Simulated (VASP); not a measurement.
Wanted: the native input for a VASP 6.6.1 run.

| Property | Result |
| --- | --- |
| Task | single point |
| Functional | PBE |
| Potentials or basis | VASP PAW PBE potentials, release 64 (Pd) |
| Cutoff | 520 eV |
| k mesh | 18 × 18 × 10 |
| Occupations | gaussian, width 0.05 eV |
| Spin | non-collinear spin, zero start, spin-orbit coupling |
| Starting moments | [[0.0, 0.0, 0.0], [0.0, 0.0, 0.0]] μB |
| Dipole correction | no |
| Further INCAR settings | ALGO = Normal; EDIFF = 1e-06; NBANDS = 32 |

The structure of Pd lies in POSCAR:

```
Pd
1.0
    2.7687459040      0.0000000000      0.0000000000
   -1.3843729520      2.3978042895      0.0000000000
    0.0000000000      0.0000000000      4.6363556370
Pd
2
Direct
    0.3333333333      0.6666666667      0.7500000000
    0.6666666667      0.3333333333      0.2500000000
```

These files were run (other wordings do the same):

INCAR

```
SYSTEM = Pd
PREC     = Accurate       ! precision mode
ENCUT    = 520            ! plane-wave cutoff, eV
EDIFF    = 1E-6           ! SCF threshold, eV
ISMEAR   = 0              ! smearing method
SIGMA    = 0.05           ! smearing width, eV
LREAL    = .False.        ! projectors in reciprocal space
LASPH    = .True.         ! aspherical terms in the spheres
NELM     = 150            ! most SCF steps
ALGO     = Normal         ! electronic algorithm
ISIF     = 2              ! what is computed and relaxed
LWAVE    = .False.        ! write WAVECAR
LCHARG   = .True.         ! write CHGCAR
LNONCOLLINEAR= .True.         ! non-collinear magnetism
MAGMOM   = 0 0 0 0 0 0    ! initial moments
LORBIT   = 11             ! projections on sites
LSORBIT  = .True.         ! spin-orbit coupling
GGA_COMPAT= .False.      
LORBMOM  = .True.       
LMAXMIX  = 4              ! l up to which the mixer works
GGA      = PE             ! functional
LVHAR    = .True.       
NBANDS   = 32             ! bands
```

KPOINTS

```
regular mesh
0
Gamma
  18 18 10
  0 0 0
```

Potentials or basis: VASP PAW PBE potentials, release 64 (Pd).

Launch:

```console
$ cat potpaw_PBE.64/Pd/POTCAR > POTCAR
$ mpirun -np 1 vasp_ncl > vasp.out
```

Results of the run:

The pressure is -0.1 GPa. The net moment is 0.00 μB per cell and the valence electrons inside the program's atomic spheres are Pd 9.36.

It took 5.1 min on 1 thread of Intel(R) Xeon(R) Platinum 8488C (Sapphire Rapids), with other jobs on the host, peak memory 0.44 GiB.
